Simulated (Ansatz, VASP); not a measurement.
TaAl3N4: VASP beside Ansatz

```
Ta Al N
1.0
     4.21817    0.00000    0.00000
     0.00000    4.21817    0.00000
     0.00000    0.00000    4.21817
Ta Al N
1 3 4
Cartesian
  2.1091 2.1091 2.1091
  0.0000 2.1091 0.0000
  0.0000 0.0000 2.1091
  2.1091 0.0000 0.0000
  2.1091 0.0000 2.1091
  0.0000 0.0000 0.0000
  2.1091 2.1091 0.0000
  0.0000 2.1091 2.1091
```

Alike in both runs: functional PBE; k mesh 4 × 4 × 4; occupations gaussian, width 0.1 eV; collinear spin.

Ansatz relaxed the structure, and its values are those at the end. VASP's run is a single point on that final structure, the one shown.

|  | VASP | Ansatz |
| --- | --- | --- |
| version | VASP 6.6.1 | Ansatz 0.2.0 |
| potentials or method | VASP PAW PBE potentials, release 64 (Ta_pv, Al, N), cutoff 520 eV | scalar-relativistic, plane waves, PAW |
| valence electrons in the cell | 40 | 42 |

VASP gave:

```
gap on the k mesh at the Fermi level (eV)                     : none
pressure (GPa)                                                : 0.2
net moment per atom (μB)                                      : 0.01
size of the moment on the site where the two differ most (μB) : 0.04
```

Question: What did Ansatz give for the same quantities?

Answer: gap on the k mesh at the Fermi level (eV): none; pressure (GPa): 0.0; net moment per atom (μB): 0.00; size of the moment on the site where the two differ most (μB): 0.00.

Site moments also hang on the region over which each program counts them. A gap of «none» marks a metal or a gap that the smearing closes. VASP's potentials hold 40 valence electrons a cell and Ansatz's 42, so a difference there can come from the potentials and not from the codes. Ansatz's warnings: seeded moment not kept.

The k mesh is coarse, so the values compare programs but aren't converged. Spin-orbit coupling is off throughout.
